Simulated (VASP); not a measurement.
Wanted: the native input for a VASP 6.6.1 run.

```yaml
Task: single point
Functional: LDA
Potentials_or_basis: VASP PAW LDA potentials, release 64 (S)
Cutoff: 520 eV
k_mesh: 13 × 13 × 13
Occupations: fermi-dirac, width 0.05 eV
Spin: no spin polarisation
Dipole_correction: no
Further_INCAR_settings: ALGO = Normal; EDIFF = 1e-07; NBANDS = 13
```

The structure of S lies in POSCAR:

```
S
1.0
    0.0000000000      2.0756695501      2.0756695501
    2.0756695501      0.0000000000      2.0756695501
    2.0756695501      2.0756695501      0.0000000000
S
2
Direct
   -0.1250000000     -0.1250000000     -0.1250000000
    0.1250000000      0.1250000000      0.1250000000
```

This cell differs from its parent crystal: volume scaled by 0.4.

These files were run (other wordings do the same):

INCAR

```
SYSTEM = S
PREC = Accurate ; ENCUT = 520
EDIFF = 1E-7 ; ISMEAR = -1
SIGMA = 0.05 ; LREAL = .FALSE.
LASPH = .TRUE. ; NELM = 60
ALGO = Normal ; ISIF = 2
LWAVE = .FALSE. ; LCHARG = .TRUE.
GGA = CA ; LELF = .TRUE.
LVHAR = .TRUE. ; NBANDS = 13
```

KPOINTS

```
regular mesh
0
G
  13 13 13
  0 0 0
```

Potentials or basis: VASP PAW LDA potentials, release 64 (S).

Run with:

```console
$ cat potpaw_LDA.64/S/POTCAR > POTCAR
$ mpirun -np 1 vasp_std > vasp.out
```

It gave:

| Quantity | Value |
| --- | --- |
| Pressure | 186.8 GPa |
| Band gap on the k mesh | zero (band 6 reaches 20.55 eV, above the bottom of band 7 at 15.03 eV) |

Run time: 59 s on 1 thread of AMD EPYC 7R13, with other jobs on the host, peak memory 0.1 GiB.
